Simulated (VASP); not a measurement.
# Ca (Fd-3m) in VASP: further runs

Ca is run at these levels: BLYP; tasks: single point.

Everything below comes from runs of VASP 6.6.1. Logs are shortened: lines on timing, memory, paths and dates and some standing lists are left out, and cuts for length are marked.

## (1) The cell of the first run

It takes space group Fd-3m (No. 227, cubic). Conventional cell: a = 8.656 Å, b = 8.656 Å, c = 8.656 Å, α = 90.00°, β = 90.00°, γ = 90.00°. Within 4.9 Å of Ca (site symmetry -43m) lie 4 Ca at 3.75 Å.

## (2) Single point, BLYP (volume scaled by 0.88)

INCAR

```
SYSTEM = Ca
PREC     = Accurate       ! precision mode
ENCUT    = 520            ! plane-wave cutoff, eV
EDIFF    = 1E-6           ! SCF threshold, eV
ISMEAR   = -1             ! smearing method
SIGMA    = 0.1            ! smearing width, eV
LREAL    = .False.        ! projectors in reciprocal space
LASPH    = .True.         ! aspherical terms in the spheres
NELM     = 80             ! most SCF steps
ALGO     = Normal         ! electronic algorithm
ISIF     = 2              ! what is computed and relaxed
LWAVE    = .False.        ! write WAVECAR
LCHARG   = .True.         ! write CHGCAR
GGA      = B5             ! functional
ALDAX    = 1.0          
AGGAX    = 1.0          
AGGAC    = 1.0          
ALDAC    = 0.0          
LELF     = .True.         ! ELF
LVHAR    = .True.       
NBANDS   = 17             ! bands
```

KPOINTS

```
regular mesh
0
Gamma
  7 7 7
  0 0 0
```

POSCAR

```
Ca
1.0
    0.0000000000      4.3282440057      4.3282440057
    4.3282440057      0.0000000000      4.3282440057
    4.3282440057      4.3282440057      0.0000000000
Ca
2
Direct
    0.1250000000      0.1250000000      0.1250000000
    0.8750000000      0.8750000000      0.8750000000
```

Potentials or basis: VASP PAW PBE potentials, release 64 (Ca_sv).

On the command line:

```bash
$ cat potpaw_PBE.64/Ca_sv/POTCAR > POTCAR
$ mpirun -np 1 vasp_std > vasp.out
```

OUTCAR:

```text
SYSTEM = Ca
   PREC = Accurate
   ENCUT = 520
   EDIFF = 1E-6
   ISMEAR = -1
   LREAL = .False.
   LASPH = .True.
   NELM = 80
   ISIF = 2
   GGA = B5

 ion  position               nearest neighbor table
   1  0.125  0.125  0.125-
   2  0.875  0.875  0.875-

  LATTYP: Found a face centered cubic cell.
 ALAT       =     8.6564880114

  Lattice vectors:

 A1 = (   0.0000000000,   4.3282440057,   4.3282440057)
 A2 = (   4.3282440057,   0.0000000000,   4.3282440057)
 A3 = (   4.3282440057,   4.3282440057,   0.0000000000)

Analysis of symmetry for initial positions (statically):
=====================================================================
 Subroutine PRICEL returns:
 Original cell was already a primitive cell.

 Routine SETGRP: Setting up the symmetry group for a
 face centered cubic supercell.

 Subroutine GETGRP returns: Found 48 space group operations
 (whereof 12 operations were pure point group operations)
 out of a pool of 48 trial point group operations.

The static configuration has the point symmetry D_3d.
 The point group associated with its full space group is O_h .

Analysis of symmetry for dynamics (positions and initial velocities):
=====================================================================
 Subroutine PRICEL returns:
 Original cell was already a primitive cell.

 Routine SETGRP: Setting up the symmetry group for a
 face centered cubic supercell.

 Subroutine GETGRP returns: Found 48 space group operations
 (whereof 12 operations were pure point group operations)
 out of a pool of 48 trial point group operations.

The dynamic configuration has the point symmetry D_3d.
 The point group associated with its full space group is O_h .

 Subroutine INISYM returns: Found 48 space group operations
 (whereof 12 operations are pure point group operations),
 and found     1 'primitive' translations

----------------------------------------------------------------------------------------

                                     Primitive cell

  volume of cell :     162.1680

  direct lattice vectors                    reciprocal lattice vectors
     0.000000000  4.328244006  4.328244006    -0.115520289  0.115520289  0.115520289
     4.328244006  0.000000000  4.328244006     0.115520289 -0.115520289  0.115520289
     4.328244006  4.328244006  0.000000000     0.115520289  0.115520289 -0.115520289

  length of vectors
     6.121061374  6.121061374  6.121061374     0.200087010  0.200087010  0.200087010

  position of ions in fractional coordinates (direct lattice)
     0.125000000  0.125000000  0.125000000
     0.875000000  0.875000000  0.875000000

  ion indices of the primitive-cell ions
   primitive index   ion index
                 1           1
                 2           2

----------------------------------------------------------------------------------------

 KPOINTS: regular mesh

Automatic generation of k-mesh.
 Grid dimensions read from file:
 generate k-points for:    7    7    7

 Generating k-lattice:

  Cartesian coordinates                     Fractional coordinates (reciprocal lattice)
    -0.016502898  0.016502898  0.016502898     0.142857143  0.000000000  0.000000000
     0.016502898 -0.016502898  0.016502898     0.000000000  0.142857143  0.000000000
     0.016502898  0.016502898 -0.016502898     0.000000000  0.000000000  0.142857143

  Length of vectors
     0.028583859  0.028583859  0.028583859

  Shift w.r.t. Gamma in fractional coordinates (k-lattice)
     0.000000000  0.000000000  0.000000000

 Subroutine IBZKPT returns following result:
 ===========================================

 Found     20 irreducible k-points:

 Following reciprocal coordinates:
            Coordinates               Weight
  0.000000  0.000000  0.000000      1.000000
  0.142857  0.000000  0.000000      8.000000
  0.285714  0.000000  0.000000      8.000000
  0.428571  0.000000  0.000000      8.000000
  0.142857  0.142857  0.000000      6.000000
  0.285714  0.142857  0.000000     24.000000
[... 12 lines left out ...]
 -0.428571  0.428571  0.142857     24.000000
 -0.285714  0.428571  0.142857     24.000000
   k-points           NKPTS =     20   k-points in BZ     NKDIM =     20   number of bands    NBANDS=     17
   number of dos      NEDOS =    301   number of ions     NIONS =      2
   total plane-waves  NPLWV = 110592
   dimension x,y,z NGX =    48 NGY =   48 NGZ =   48
   dimension x,y,z NGXF=    96 NGYF=   96 NGZF=   96
   ions per type =               2
   NGX,Y,Z   is equivalent  to a cutoff of  13.04, 13.04, 13.04 a.u.
   NGXF,Y,Z  is equivalent  to a cutoff of  26.07, 26.07, 26.07 a.u.
 SYSTEM =  Ca
   PREC   = accura    normal or accurate (medium, high low for compatibility)
   ISTART =      0    job   : 0-new  1-cont  2-samecut
   ICHARG =      2    charge: 1-file 2-atom 10-const
   ISPIN  =      1    spin polarized calculation?
   LNONCOLLINEAR =      F non collinear calculations
   LSORBIT =      F    spin-orbit coupling
   LASPH  =      T    aspherical Exc in radial PAW
   ENCUT  =  520.0 eV  38.22 Ry    6.18 a.u.  11.38 11.38 11.38*2*pi/ulx,y,z
   NELM   =     80;   NELMIN=  2; NELMDL= -5     # of ELM steps
   EDIFF  = 0.1E-05   stopping-criterion for ELM
   LREAL  =      F    real-space projection
   EDIFFG = 0.1E-04   stopping-criterion for IOM
   NSW    =      0    number of steps for IOM
   IBRION =     -1    ionic relax: 0-MD 1-quasi-New 2-CG
   NFREE  =      0    steps in history (QN), initial steepest desc. (CG)
   ISIF   =      2    stress and relaxation
   ISYM   =      2    0-nonsym 1-usesym 2-fastsym
   POTIM  = 0.5000    time-step for ionic-motion
   TEBEG  =    0.0;   TEEND  =   0.0 temperature during run
   PSTRESS=    0.0 pullay stress
   NELECT =      20.0000    total number of electrons
   NUPDOWN=      -1.0000    fix difference up-down
   EMIN   =  10.00;   EMAX   =-10.00  energy-range for DOS
   EFERMI =   0.00;   METHOD = LEGACY
   ISMEAR =    -1;   SIGMA  =   0.10  broadening in eV -4-tet -1-fermi 0-gaus
   EFERMI_NEDOS =   21; number of points for ismear=-14 and -15
   IALGO  =     38    algorithm
   IMIX   =      4    mixing-type and parameters
     AMIX     =   0.40;   BMIX     =  1.00
     AMIX_MAG =   1.60;   BMIX_MAG =  1.00
  volume/ion in A,a.u.               =      81.08       547.18
  Fermi-wavevector in a.u.,A,eV,Ry     =   0.814885  1.539910  9.034784  0.664038
  Thomas-Fermi vector in A             =   1.924873
   LORBIT       =      0    0 simple, 1 ext, 2 COOP (PROOUT), +10 PAW based schemes
   GGA     = B5    functional components
   LHFCALC =     F    Hartree Fock is set to
   AEXX    =    0.0000 exact exchange contribution
   IVDW    =     0    specifies the selected vdW correction
   LEPSILON=     F    determine dielectric tensor
   LRPA    =     F    only Hartree local field effects (RPA)
 non-spin polarized calculation
  energy-cutoff  :      520.00
  volume of cell :      162.17
 maximum number of plane-waves:      4390
 NGX is ok and might be reduce to    48
   NGX = 23   NGY = 23   NGZ = 23

 number of electron      20.0000001 magnetization

 Free energy of the ion-electron system (eV)
  ---------------------------------------------------
  ext. energy  EPLUGINS =         0.00000000
  ---------------------------------------------------
  free energy    TOTEN  =        -0.99657246 eV

  energy without entropy =       -0.88495837  energy(sigma->0) =       -0.94076542

 E-fermi :   0.3788     XC(G=0):  -5.1593

 val. band max:        0.3525670704   @ k =  -0.2857   0.4286   0.1429
 cond. band min:       0.3999340152   @ k =   0.2857   0.2857   0.0000
 fundamental gap:      0.0473669448
 Fermi energy:         0.3787916268

 k-point     1 :       0.0000    0.0000    0.0000
  band No.  band energies     occupation
      1     -42.6484      2.00000
      2     -42.6327      2.00000
      3     -23.7523      2.00000
      4     -23.7523      2.00000
      5     -23.7523      2.00000
      6     -23.6944      2.00000
[... 9 lines left out ...]
     16       1.6736      0.00000
     17       1.6736      0.00000

 k-point     2 :       0.1429    0.0000    0.0000
  band No.  band energies     occupation
      1     -42.6478      2.00000
      2     -42.6333      2.00000
      3     -23.7534      2.00000
      4     -23.7534      2.00000
      5     -23.7516      2.00000
      6     -23.6952      2.00000
[... 9 lines left out ...]
     16       1.6843      0.00000
     17       1.6843      0.00000

 k-point     3 :       0.2857    0.0000    0.0000
  band No.  band energies     occupation
      1     -42.6463      2.00000
      2     -42.6348      2.00000
      3     -23.7556      2.00000
      4     -23.7556      2.00000
      5     -23.7501      2.00000
      6     -23.6971      2.00000
[... 9 lines left out ...]
     16       1.7738      0.00000
     17       1.7738      0.00000

 k-point     4 :       0.4286    0.0000    0.0000
  band No.  band energies     occupation
      1     -42.6448      2.00000
      2     -42.6363      2.00000
      3     -23.7573      2.00000
      4     -23.7573      2.00000
      5     -23.7488      2.00000
      6     -23.6986      2.00000
[... 9 lines left out ...]
     16       1.9466      0.00000
     17       1.9466      0.00000
[... 263 lines left out ...]
      1     -42.6433      2.00000
      2     -42.6378      2.00000
      3     -23.7624      2.00000
      4     -23.7598      2.00000
      5     -23.7374      2.00000
      6     -23.7098      2.00000
[... 9 lines left out ...]
     16       1.8082      0.00000
     17       2.1130      0.00000

 k-point    19 :      -0.4286    0.4286    0.1429
  band No.  band energies     occupation
      1     -42.6421      2.00000
      2     -42.6390      2.00000
      3     -23.7628      2.00000
      4     -23.7619      2.00000
      5     -23.7303      2.00000
      6     -23.7171      2.00000
[... 9 lines left out ...]
     16       1.6973      0.00000
     17       2.2023      0.00000

 k-point    20 :      -0.2857    0.4286    0.1429
  band No.  band energies     occupation
      1     -42.6416      2.00000
      2     -42.6395      2.00000
      3     -23.7634      2.00000
      4     -23.7616      2.00000
      5     -23.7294      2.00000
      6     -23.7179      2.00000
[... 9 lines left out ...]
     16       1.7123      0.00000
     17       2.2151      0.00000

------------------------ aborting loop because EDIFF is reached ----------------------------------------

  FORCE on cell =-STRESS in cart. coord.  units (eV):
  Direction    XX          YY          ZZ          XY          YZ          ZX
  --------------------------------------------------------------------------------------
  -------------------------------------------------------------------------------------
  Total        0.5103279      0.5103279      0.5103279     -0.0000000      0.0000000      0.0000000
  in kB        5.0419053      5.0419053      5.0419053     -0.0000000      0.0000000      0.0000000
  external PRESSURE =       5.0419053 kB  Pullay stress =       0.0000000 kB

 VOLUME and BASIS-vectors are now :
 -----------------------------------------------------------------------------
  energy-cutoff  :      520.00
  volume of cell :      162.17
      direct lattice vectors                 reciprocal lattice vectors
     0.000000000  4.328244006  4.328244006    -0.115520289  0.115520289  0.115520289
     4.328244006  0.000000000  4.328244006     0.115520289 -0.115520289  0.115520289
     4.328244006  4.328244006  0.000000000     0.115520289  0.115520289 -0.115520289

 POSITION                                       TOTAL-FORCE (eV/Angst)
 -----------------------------------------------------------------------------------
      1.08206      1.08206      1.08206         0.000000      0.000000      0.000000
      7.57443      7.57443      7.57443        -0.000000     -0.000000     -0.000000
 -----------------------------------------------------------------------------------
    total drift:                                0.000000      0.000000      0.000000

  FREE ENERGIE OF THE ION-ELECTRON SYSTEM (eV)
  ---------------------------------------------------
  free  energy   TOTEN  =        -0.9965724616 eV

  energy  without entropy=       -0.8849583746  energy(sigma->0) =       -0.94076542
```

Run time: 54 s. Hardware: 1 thread of Intel Xeon Platinum 8488C (Sapphire Rapids), shared host; peak memory 0.32 GiB.

What came out:

```yaml
Free_energy: -0.9966 eV
Pressure: 0.5 GPa
Band_gap_on_the_k_mesh: zero (band 10 reaches 0.89 eV, above the bottom of band 11 at 0.35 eV)
```

Caveat: the PAW data sets were made with another functional, which shifts forces and pressure a little.

[end of part 1 of 2]
